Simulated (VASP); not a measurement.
# CdS (Greenockite): single point with r2SCAN

The system is CdS (Greenockite).

```xyz
4
Lattice="4.1638 0.0000 0.0000 -2.0819 3.6060 0.0000 0.0000 0.0000 6.7662" Properties=species:S:1:pos:R:3 pbc="T T T"
Cd    0.0000    2.4040   -0.0065
Cd    2.0819    1.2020    3.3766
S     0.0000    2.4040    2.5438
S     2.0819    1.2020    5.9270
```

```
Program                : VASP 6.6.1
Task                   : single point
Functional             : r2SCAN
Potentials or basis    : VASP PAW PBE potentials, release 64 (Cd, S)
Cutoff                 : 520 eV
k mesh                 : 6 × 6 × 4
Occupations            : gaussian, width 0.01 eV
Spin                   : no spin polarisation
Dipole correction      : no
Further INCAR settings : ALGO = Normal; EDIFF = 1e-06; NBANDS = 26
```

```
Pressure               : 0.3 GPa
Band gap on the k mesh : 1.63 eV, direct
```

Levels at points of the mesh, in eV from the valence-band top:
| k point | band 14 | band 15 | band 16 | band 17 | band 18 | band 19 | band 20 | band 21 | band 22 | band 23 |
| --- | --- | --- | --- | --- | --- | --- | --- | --- | --- | --- |
| (0.00, 0.00, 0.00) | -0.74 | -0.74 | -0.04 | 0.00 | 0.00 | 1.63 | 3.22 | 6.99 | 6.99 | 7.33 |
| (0.50, 0.00, 0.00) | -3.46 | -2.60 | -1.85 | -1.26 | -0.74 | 4.15 | 4.25 | 5.42 | 6.84 | 7.51 |
| (0.00, 0.00, 0.50) | -2.41 | -0.38 | -0.38 | -0.38 | -0.38 | 3.26 | 3.26 | 6.62 | 6.62 | 7.33 |
| (0.50, 0.00, 0.50) | -4.07 | -1.33 | -1.33 | -1.30 | -1.30 | 3.87 | 3.87 | 5.79 | 5.79 | 8.34 |

It took 3 min on 1 thread of Intel(R) Xeon(R) Platinum 8259CL CPU @ 2.50GHz (Skylake/Cascade Lake), with other jobs on the host, peak memory 0.25 GiB.

Caveat: the PAW data sets were made with another functional, which shifts forces and pressure a little. r2SCAN opens gaps a little over a GGA but as a rule still falls short of measured ones.
